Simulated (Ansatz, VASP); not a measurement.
**One calculation of Cs2Si3, two programs**

The input INCAR:

```
SYSTEM = Cs2Si3
PREC = Accurate
ENCUT = 600
EDIFF = 1E-7
ISMEAR = 0
SIGMA = 0.1
LREAL = .FALSE.
LASPH = .TRUE.
NELM = 60
ALGO = Normal
ISIF = 3
LWAVE = .FALSE.
LCHARG = .FALSE.
GGA = PE
IBRION = 2
NSW = 100
EDIFFG = -0.01
```

KPOINTS

```
regular mesh
0
G
  12 12 4
  0 0 0
```

Contents of POSCAR:

```
Cs2Si3
1.0
    3.9179224916      0.0000000000      0.0000000000
   -1.9589612458      3.3930204078      0.0000000000
    0.0000000000      0.0000000000     12.6597626299
Cs Si
2 3
Direct
    0.3333333333      0.6666666667      0.2281638684
    0.6666666667      0.3333333333      0.7718361316
    0.0000000000      0.0000000000      0.0000000000
    0.3333333333      0.6666666667      0.5269002736
    0.6666666667      0.3333333333      0.4730997264
```

Input for Ansatz:

```yaml
crystal:
  lattice:
    - [3.9179224916, 0.0, 0.0]
    - [-1.9589612458, 3.3930204078, 0.0]
    - [0.0, 0.0, 12.6597626299]
  atoms:
    - { symbol: Cs, position: [0.3333333333, 0.6666666667, 0.2281638684] }
    - { symbol: Cs, position: [0.6666666667, 0.3333333333, 0.7718361316] }
    - { symbol: Si, position: [0.0, 0.0, 0.0] }
    - { symbol: Si, position: [0.3333333333, 0.6666666667, 0.5269002736] }
    - { symbol: Si, position: [0.6666666667, 0.3333333333, 0.4730997264] }
basis:
  ecutwfc: 420
kpoints:
  mp_grid: { grid: [12, 12, 4] }
hamiltonian:
  xc: pbe
scf:
  occupations: { method: gaussian, width: 0.1 }
output:
  forces: true
  stress: true
  eigenvalues: true
relax:
  adjacent_minimum: "off"
  f_tol: 0.01
  max_steps: 80
  cell: { stress_tol: 0.05 }
```

Alike in both runs: task relaxation of cell and atoms; functional PBE; k mesh 12 × 12 × 4; occupations gaussian, width 0.1 eV; no spin polarisation.

|  | VASP | Ansatz |
| --- | --- | --- |
| version | VASP 6.6.1 | Ansatz 0.2.0 |
| potentials or method | VASP PAW PBE potentials, release 64 (Cs_sv, Si), cutoff 600 eV | scalar-relativistic, plane waves, PAW |
| valence electrons in the cell | 30 | 30 |

Ansatz gave:

- gap on the k mesh at the Fermi level, each at its own relaxed structure (eV): none
- relaxed volume (Å³/atom): 33.74
- relaxed length of the cell vector where the two differ most in proportion (Å): 3.918

Task: What did VASP give for the same quantities?

Result: gap on the k mesh at the Fermi level, each at its own relaxed structure (eV): none; relaxed volume (Å³/atom): 33.84; relaxed length of the cell vector where the two differ most in proportion (Å): 3.922.

A gap of «none» marks a metal or a gap that the smearing closes.

Spin-orbit coupling is off throughout.
